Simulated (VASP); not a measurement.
Wanted: the native input for a VASP 6.6.1 run.

```
Task                            : G0W0 quasiparticle levels
Functional                      : PBE
Potentials or basis             : VASP PAW PBE potentials, release 64 (C_GW)
Cutoff                          : 500 eV
k mesh                          : 2 × 2 × 2
Occupations                     : gaussian, width 0.01 eV
Spin                            : no spin polarisation
Dipole correction               : no
GW scheme                       : G0W0
GW iterations                   : 1
Cutoff of the response function : 200
Frequency points                : 48
Empty bands                     : 885
Further INCAR settings          : ALGO = EVGW0; EDIFF = 1e-08; NBANDS = 889
```

The system is C.

```
C
1.0
     0.00000    1.78350    1.78350
     1.78350    0.00000    1.78350
     1.78350    1.78350    0.00000
C
2
Direct
  0.00000 0.00000 0.00000
  0.25000 0.25000 0.25000
```

These files were run (other wordings do the same):

POSCAR

```
C
1.0
    0.0000000000      1.7835000000      1.7835000000
    1.7835000000      0.0000000000      1.7835000000
    1.7835000000      1.7835000000      0.0000000000
C
2
Direct
    0.0000000000      0.0000000000      0.0000000000
    0.2500000000      0.2500000000      0.2500000000
```

INCAR.step1

```
SYSTEM = C
PREC = Accurate
ENCUT = 500
EDIFF = 1E-8
ISMEAR = 0
SIGMA = 0.01
LREAL = .False.
LASPH = .True.
NELM = 60
ALGO = Normal
LWAVE = .True.
LCHARG = .False.
GGA = PE
```

INCAR.step2

```
SYSTEM = C
PREC = Accurate
ENCUT = 500
EDIFF = 1E-8
ISMEAR = 0
SIGMA = 0.01
LREAL = .False.
LASPH = .True.
NELM = 1
ALGO = Exact
LWAVE = .True.
LCHARG = .False.
GGA = PE
NBANDS = 889
LOPTICS = .True.
ISTART = 1
```

INCAR.step3

```
SYSTEM = C
PREC = Accurate
ENCUT = 500
EDIFF = 1E-8
ISMEAR = 0
SIGMA = 0.01
LREAL = .False.
LASPH = .True.
ALGO = EVGW0
LWAVE = .False.
LCHARG = .False.
GGA = PE
NELMGW = 1
NBANDS = 889
ENCUTGW = 200
NOMEGA = 48
PRECFOCK = Fast
ISTART = 1
NBANDSGW = 12
```

KPOINTS

```
regular mesh
0
Gamma
  2 2 2
  0 0 0
```

Potentials or basis: VASP PAW PBE potentials, release 64 (C_GW).

Command:

```sh
$ cat potpaw_PBE.64/C_GW/POTCAR > POTCAR
$ cp INCAR.step1 INCAR
$ mpirun -np 1 vasp_std > vasp.out
$ cp INCAR.step2 INCAR
$ mpirun -np 1 vasp_std > vasp.out
$ cp INCAR.step3 INCAR
$ mpirun -np 1 vasp_std > vasp.out
```

It gave:

The quasiparticle gap is 5.38 eV. The least direct quasiparticle gap is 7.01 eV and the band gap of the starting levels on the mesh is 4.56 eV. The least direct gap of the starting levels on the mesh is 5.50 eV.

Caveat: the k points lie up to 1.53 Å⁻¹ apart, too coarse for converged energies, forces and pressures; bands, screening cutoff and mesh are small and nothing is extrapolated, so the quasiparticle values aren't converged.

It took 7.1 s on 1 thread of AMD EPYC 9R45 96-Core Processor (Zen 5), on a shared host, peak memory 0.2 GiB.
